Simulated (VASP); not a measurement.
# P (R-3m) in VASP: notebook

Runs on P. Level: PBE+D3(BJ). Tasks: single point.

All numbers are computed with VASP 6.6.1; they aren't measurements. Logs are shortened: lines on timing, memory, paths and dates and some standing lists are left out, and cuts for length are marked.

### Step 1. The cell of the first run

Symmetry: R-3m, No. 166, trigonal system. Conventional cell: a = 3.426 Å, b = 3.426 Å, c = 8.711 Å, α = 90.00°, β = 90.00°, γ = 120.00°. P (site symmetry 3m) has 6 P at 2.30 to 2.62 Å within 3.0 Å.

### Step 2. Single point, PBE+D3(BJ)

Contents of INCAR:

```
SYSTEM = P
PREC = Accurate ; ENCUT = 520
EDIFF = 1E-6 ; ISMEAR = 0
SIGMA = 0.05 ; LREAL = .False.
LASPH = .True. ; NELM = 100
ALGO = Normal ; ISIF = 2
LWAVE = .False. ; LCHARG = .False.
GGA = PE ; IVDW = 12
NBANDS = 12
```

Contents of KPOINTS:

```
Automatic mesh
0
Gamma
  16 16 16
  0 0 0
```

Contents of POSCAR:

```
P
1.0
    1.7131754069      0.9891022824      2.9035673710
   -1.7131754069      0.9891022824      2.9035673710
    0.0000000000     -1.9782045647      2.9035673710
P
2
Direct
    0.2343904313      0.2343904313      0.2343904313
    0.7656095687      0.7656095687      0.7656095687
```

Potentials or basis: VASP PAW PBE potentials, release 64 (P).

Launch:

```bash
> cat potpaw_PBE.64/P/POTCAR > POTCAR
> mpirun -np 1 vasp_std > vasp.out
```

OUTCAR:

```text
SYSTEM = P
   PREC = Accurate
   ENCUT = 520
   EDIFF = 1E-6
   ISMEAR = 0
   LREAL = .False.
   LASPH = .True.
   NELM = 100
   ISIF = 2
   GGA = PE
   IVDW = 12
 IVDW          = 12

 ion  position               nearest neighbor table
   1  0.234  0.234  0.234-   2 2.30   2 2.30   2 2.30   2 2.62   2 2.62   2 2.62
   2  0.766  0.766  0.766-   1 2.30   1 2.30   1 2.30   1 2.62   1 2.62   1 2.62

  LATTYP: Found a trigonal (rhomboedric) cell.
 ALAT       =     3.5134024503
 COS(alpha) =     0.5244700679

  Lattice vectors:

 A1 = (   1.7131754069,   0.9891022824,   2.9035673710)
 A2 = (  -1.7131754069,   0.9891022824,   2.9035673710)
 A3 = (   0.0000000000,  -1.9782045647,   2.9035673710)

Analysis of symmetry for initial positions (statically):
=====================================================================
 Subroutine PRICEL returns:
 Original cell was already a primitive cell.

 Routine SETGRP: Setting up the symmetry group for a
 trigonal (rhombohedral) supercell.

 Subroutine GETGRP returns: Found 12 space group operations
 (whereof 12 operations were pure point group operations)
 out of a pool of 12 trial point group operations.

The static configuration has the point symmetry D_3d.

Analysis of symmetry for dynamics (positions and initial velocities):
=====================================================================
 Subroutine PRICEL returns:
 Original cell was already a primitive cell.

 Routine SETGRP: Setting up the symmetry group for a
 trigonal (rhombohedral) supercell.

 Subroutine GETGRP returns: Found 12 space group operations
 (whereof 12 operations were pure point group operations)
 out of a pool of 12 trial point group operations.

The dynamic configuration has the point symmetry D_3d.

 Subroutine INISYM returns: Found 12 space group operations
 (whereof 12 operations are pure point group operations),
 and found     1 'primitive' translations

----------------------------------------------------------------------------------------

                                     Primitive cell

  volume of cell :      29.5207

  direct lattice vectors                    reciprocal lattice vectors
     1.713175407  0.989102282  2.903567371     0.291855696  0.168502964  0.114801308
    -1.713175407  0.989102282  2.903567371    -0.291855696  0.168502964  0.114801308
     0.000000000 -1.978204565  2.903567371     0.000000000 -0.337005929  0.114801308

  length of vectors
     3.513402450  3.513402450  3.513402450     0.356022944  0.356022944  0.356022944

  position of ions in fractional coordinates (direct lattice)
     0.234390431  0.234390431  0.234390431
     0.765609569  0.765609569  0.765609569

  ion indices of the primitive-cell ions
   primitive index   ion index
                 1           1
                 2           2

----------------------------------------------------------------------------------------

 KPOINTS: Automatic mesh

Automatic generation of k-mesh.
 Grid dimensions read from file:
 generate k-points for:   16   16   16

 Generating k-lattice:

  Cartesian coordinates                     Fractional coordinates (reciprocal lattice)
     0.018240981  0.010531435  0.007175082     0.062500000  0.000000000  0.000000000
    -0.018240981  0.010531435  0.007175082     0.000000000  0.062500000  0.000000000
     0.000000000 -0.021062871  0.007175082     0.000000000  0.000000000  0.062500000

  Length of vectors
     0.022251434  0.022251434  0.022251434

  Shift w.r.t. Gamma in fractional coordinates (k-lattice)
     0.000000000  0.000000000  0.000000000

 Subroutine IBZKPT returns following result:
 ===========================================

 Found    417 irreducible k-points:

 Following reciprocal coordinates:
            Coordinates               Weight
  0.000000  0.000000  0.000000      1.000000
  0.062500  0.000000  0.000000      6.000000
  0.125000  0.000000  0.000000      6.000000
  0.187500  0.000000  0.000000      6.000000
  0.250000  0.000000  0.000000      6.000000
  0.312500  0.000000  0.000000      6.000000
[... 16 lines left out ...]
 -0.125000  0.062500 -0.000000     12.000000
 -0.062500  0.062500  0.000000      6.000000
 [... further k-points ...]
   k-points           NKPTS =    417   k-points in BZ     NKDIM =    417   number of bands    NBANDS=     12
   number of dos      NEDOS =    301   number of ions     NIONS =      2
   total plane-waves  NPLWV =  21952
   dimension x,y,z NGX =    28 NGY =   28 NGZ =   28
   dimension x,y,z NGXF=    56 NGYF=   56 NGZF=   56
   ions per type =               2
   NGX,Y,Z   is equivalent  to a cutoff of  13.25, 13.25, 13.25 a.u.
   NGXF,Y,Z  is equivalent  to a cutoff of  26.50, 26.50, 26.50 a.u.
 SYSTEM =  P
   PREC   = accura    normal or accurate (medium, high low for compatibility)
   ISTART =      0    job   : 0-new  1-cont  2-samecut
   ICHARG =      2    charge: 1-file 2-atom 10-const
   ISPIN  =      1    spin polarized calculation?
   LNONCOLLINEAR =      F non collinear calculations
   LSORBIT =      F    spin-orbit coupling
   LASPH  =      T    aspherical Exc in radial PAW
   ENCUT  =  520.0 eV  38.22 Ry    6.18 a.u.   6.53  6.53  6.53*2*pi/ulx,y,z
   NELM   =    100;   NELMIN=  2; NELMDL= -5     # of ELM steps
   EDIFF  = 0.1E-05   stopping-criterion for ELM
   LREAL  =      F    real-space projection
   EDIFFG = 0.1E-04   stopping-criterion for IOM
   NSW    =      0    number of steps for IOM
   IBRION =     -1    ionic relax: 0-MD 1-quasi-New 2-CG
   NFREE  =      0    steps in history (QN), initial steepest desc. (CG)
   ISIF   =      2    stress and relaxation
   ISYM   =      2    0-nonsym 1-usesym 2-fastsym
   POTIM  = 0.5000    time-step for ionic-motion
   TEBEG  =    0.0;   TEEND  =   0.0 temperature during run
   PSTRESS=    0.0 pullay stress
   NELECT =      10.0000    total number of electrons
   NUPDOWN=      -1.0000    fix difference up-down
   EMIN   =  10.00;   EMAX   =-10.00  energy-range for DOS
   EFERMI =   0.00;   METHOD = LEGACY
   ISMEAR =     0;   SIGMA  =   0.05  broadening in eV -4-tet -1-fermi 0-gaus
   EFERMI_NEDOS =   21; number of points for ismear=-14 and -15
   IALGO  =     38    algorithm
   IMIX   =      4    mixing-type and parameters
     AMIX     =   0.40;   BMIX     =  1.00
     AMIX_MAG =   1.60;   BMIX_MAG =  1.00
  volume/ion in A,a.u.               =      14.76        99.61
  Fermi-wavevector in a.u.,A,eV,Ry     =   1.141211  2.156577 17.719731  1.302363
  Thomas-Fermi vector in A             =   2.277912
   LORBIT       =      0    0 simple, 1 ext, 2 COOP (PROOUT), +10 PAW based schemes
   GGA     = PE    functional components
   LHFCALC =     F    Hartree Fock is set to
   AEXX    =    0.0000 exact exchange contribution
   IVDW    =    12    specifies the selected vdW correction
   LEPSILON=     F    determine dielectric tensor
   LRPA    =     F    only Hartree local field effects (RPA)
 non-spin polarized calculation
 Gauss-broadening in eV      SIGMA  =   0.05
  energy-cutoff  :      520.00
  volume of cell :       29.52
 maximum number of plane-waves:       816
 NGX is ok and might be reduce to    28
   NGX = 13   NGY = 13   NGZ = 13

 number of electron      10.0000000 magnetization

 number of electron       9.9999999 magnetization

 Free energy of the ion-electron system (eV)
  ---------------------------------------------------
  ext. energy  EPLUGINS =         0.00000000
  ---------------------------------------------------
  free energy    TOTEN  =       -10.60918392 eV

  energy without entropy =      -10.60877923  energy(sigma->0) =      -10.60898157

 E-fermi :   9.9360     XC(G=0): -11.1865

 val. band max:        9.9276420908   @ k =   0.2500   0.1250   0.0625
 cond. band min:       9.9556972962   @ k =  -0.0625   0.5000   0.0625
 fundamental gap:      0.0280552053
 Fermi energy:         9.9360286735

 k-point     1 :       0.0000    0.0000    0.0000
  band No.  band energies     occupation
      1      -7.0143      2.00000
      2       7.1920      2.00000
      3       7.1996      2.00000
      4       7.1996      2.00000
      5       7.6500      2.00000
      6      12.3190      0.00000
      7      13.3347      0.00000
      8      13.3347      0.00000
      9      15.3800      0.00000
     10      15.3800      0.00000
     11      16.3999      0.00000
     12      16.6829      0.00000

 k-point     2 :       0.0625    0.0000    0.0000
  band No.  band energies     occupation
      1      -6.9475      2.00000
      2       6.1926      2.00000
      3       7.1676      2.00000
      4       7.1694      2.00000
      5       8.4154      2.00000
      6      12.4112      0.00000
      7      13.2658      0.00000
      8      13.3361      0.00000
      9      14.9363      0.00000
     10      15.0135      0.00000
     11      15.7114      0.00000
     12      17.4763      0.00000

 k-point     3 :       0.1250    0.0000    0.0000
  band No.  band energies     occupation
      1      -6.7474      2.00000
      2       4.8605      2.00000
      3       7.0843      2.00000
      4       7.1130      2.00000
      5       9.0542      2.00000
      6      12.4324      0.00000
      7      12.8014      0.00000
      8      13.2832      0.00000
      9      14.5017      0.00000
     10      14.8578      0.00000
     11      15.5311      0.00000
     12      18.8471      0.00000
[... 286 lines left out ...]
 k-point    23 :      -0.1250    0.0625   -0.0000
  band No.  band energies     occupation
      1      -6.5881      2.00000
      2       4.2797      2.00000
      3       6.4756      2.00000
      4       7.4717      2.00000
      5       9.2305      2.00000
      6      12.0311      0.00000
      7      12.4738      0.00000
      8      13.2314      0.00000
      9      14.3250      0.00000
     10      15.5160      0.00000
     11      15.9363      0.00000
     12      18.6216      0.00000

 k-point    24 :      -0.0625    0.0625    0.0000
  band No.  band energies     occupation
      1      -6.8343      2.00000
      2       5.4566      2.00000
      3       6.7953      2.00000
      4       7.3478      2.00000
      5       8.8397      2.00000
      6      12.4380      0.00000
      7      12.9898      0.00000
      8      13.3476      0.00000
      9      14.4752      0.00000
     10      14.8797      0.00000
     11      15.9438      0.00000
     12      17.6137      0.00000

 [... further k-points ...]

------------------------ aborting loop because EDIFF is reached ----------------------------------------

 Edisp (eV)   -0.95778

 E8    (eV) :    -0.3624

  FORCE on cell =-STRESS in cart. coord.  units (eV):
  Direction    XX          YY          ZZ          XY          YZ          ZX
  --------------------------------------------------------------------------------------
  -------------------------------------------------------------------------------------
  Total      -0.06604    -0.06604    -0.04240     0.00000    -0.00000     0.00000
  in kB      -3.58396    -3.58396    -2.30139     0.00000    -0.00000     0.00000
  external pressure =       -3.16 kB  Pullay stress =        0.00 kB

 VOLUME and BASIS-vectors are now :
 -----------------------------------------------------------------------------
  energy-cutoff  :      520.00
  volume of cell :       29.52
      direct lattice vectors                 reciprocal lattice vectors
     1.713175407  0.989102282  2.903567371     0.291855696  0.168502964  0.114801308
    -1.713175407  0.989102282  2.903567371    -0.291855696  0.168502964  0.114801308
     0.000000000 -1.978204565  2.903567371     0.000000000 -0.337005929  0.114801308

 POSITION                                       TOTAL-FORCE (eV/Angst)
 -----------------------------------------------------------------------------------
      0.00000      0.00000      2.04171         0.000000     -0.000000     -0.051108
      0.00000      0.00000      6.66900         0.000000      0.000000      0.051108
 -----------------------------------------------------------------------------------
    total drift:                                0.000000     -0.000000      0.000000

  FREE ENERGIE OF THE ION-ELECTRON SYSTEM (eV)
  ---------------------------------------------------
  free  energy   TOTEN  =       -11.5669655828 eV

  energy  without entropy=      -11.5665608858  energy(sigma->0) =      -11.56676323
```

It took 57 s on 1 thread of AMD EPYC 9R45 (Zen 5), shared host; peak memory 0.22 GiB.

What came out:

```yaml
Free_energy: -11.5670 eV
Pressure: -0.3 GPa
Largest_force: 0.051 eV/Å
Band_gap_on_the_k_mesh: zero (bands 5 and 6 overlap by 1.40 eV)
Dispersion_energy_per_atom: -0.479 eV
```

Forces on the atoms (eV/Å):
```
P    0.000  0.000 -0.051
P    0.000  0.000  0.051
```

Stress tensor (GPa, compression positive):
```
-0.36  0.00  0.00
 0.00 -0.36  0.00
 0.00  0.00 -0.23
```

Levels at points of the mesh, in eV from the Fermi level:
| k point | band 1 | band 2 | band 3 | band 4 | band 5 | band 6 | band 7 | band 8 | band 9 | band 10 |
| --- | --- | --- | --- | --- | --- | --- | --- | --- | --- | --- |
| (0.00, 0.00, 0.00) | -16.95 | -2.74 | -2.74 | -2.74 | -2.29 | 2.38 | 3.40 | 3.40 | 5.44 | 5.44 |
| (0.50, 0.00, 0.00) | -13.12 | -12.35 | -3.18 | -2.69 | -0.95 | -0.23 | 0.51 | 0.96 | 10.50 | 11.04 |
| (0.50, 0.50, 0.00) | -12.77 | -9.71 | -7.30 | -5.66 | -5.62 | 0.22 | 7.24 | 7.88 | 9.06 | 9.82 |
| (0.50, 0.50, 0.50) | -14.02 | -11.66 | -2.55 | -2.55 | -0.72 | -0.72 | 0.49 | 2.10 | 10.11 | 10.51 |

[end of part 1 of 2]

The gap in the log of VASP goes by the Fermi energy; the results here count the filled bands.